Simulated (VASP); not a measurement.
A run of VASP 6.6.1:

Contents of INCAR:

```
  PREC = Accurate
  ENCUT = 520
  EDIFF = 1E-6
  ISMEAR = -1
  SIGMA = 0.3
  LREAL = False
  LASPH = True
  NELM = 60
  ALGO = Normal
  ISIF = 2
  LWAVE = False
  LCHARG = False
  GGA = PE
  NBANDS = 18
```

Contents of KPOINTS:

```
Automatic mesh
0
Gamma
  10 10 10
```

POSCAR

```
Yb
1.0
    0.0000000000      2.6151647068      2.6151647068
    2.6151647068      0.0000000000      2.6151647068
    2.6151647068      2.6151647068      0.0000000000
Yb
1
Direct
    0.0000000000      0.0000000000      0.0000000000
```

Potentials or basis: VASP PAW PBE potentials, release 64 (Yb).

Command:

```console
$ cat potpaw_PBE.64/Yb/POTCAR > POTCAR
$ mpirun -np 1 vasp_std > vasp.out
```

Hardware: 1 thread of AMD EPYC 7R13 (shared host).

How long does it take, and how much memory?

Run time: 120 s on 1 thread of AMD EPYC 7R13, on a shared host, peak memory 0.16 GiB. Counts: scf iterations 18, k points 47.
